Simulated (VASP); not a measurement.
**AlN: single point with PBE**

Crystal: AlN.

```
CELL_PARAMETERS angstrom
0.00000 2.13827 2.13827
2.13827 0.00000 2.13827
2.13827 2.13827 0.00000
ATOMIC_POSITIONS crystal
Al 0.00000 0.00000 0.00000
N 0.75000 0.75000 0.75000
```

| Property | Result |
| --- | --- |
| Program | VASP 6.6.1 |
| Task | single point |
| Functional | PBE |
| Potentials or basis | VASP PAW PBE potentials, release 64 (Al, N) |
| Cutoff | 600 eV |
| k mesh | 8 × 8 × 8 |
| Occupations | gaussian, width 0.01 eV |
| Spin | no spin polarisation |
| Dipole correction | no |
| Further INCAR settings | ALGO = Normal; EDIFF = 1e-06; NBANDS = 11 |

```
Pressure               : 19.7 GPa
Band gap on the k mesh : 3.35 eV, indirect (least direct gap 4.77 eV)
```

Levels at points of the mesh, in eV from the valence-band top:
```tsv
k point	band 1	band 2	band 3	band 4	band 5	band 6	band 7	band 8
(0.00, 0.00, 0.00)	-15.36	0.00	0.00	0.00	4.77	13.20	13.20	13.20
(0.50, 0.00, 0.00)	-13.12	-6.13	-0.49	-0.49	7.97	10.31	11.55	11.55
(0.50, 0.50, 0.00)	-12.42	-5.10	-1.84	-1.84	3.35	9.00	14.85	16.54
```

Wall time 4.4 s on 1 thread of Intel(R) Xeon(R) Platinum 8259CL CPU @ 2.50GHz (Skylake/Cascade Lake), on a shared host, peak memory 0.13 GiB.

A k mesh can miss the band edges. PBE gaps usually lie below the measured ones, often by a third to a half.
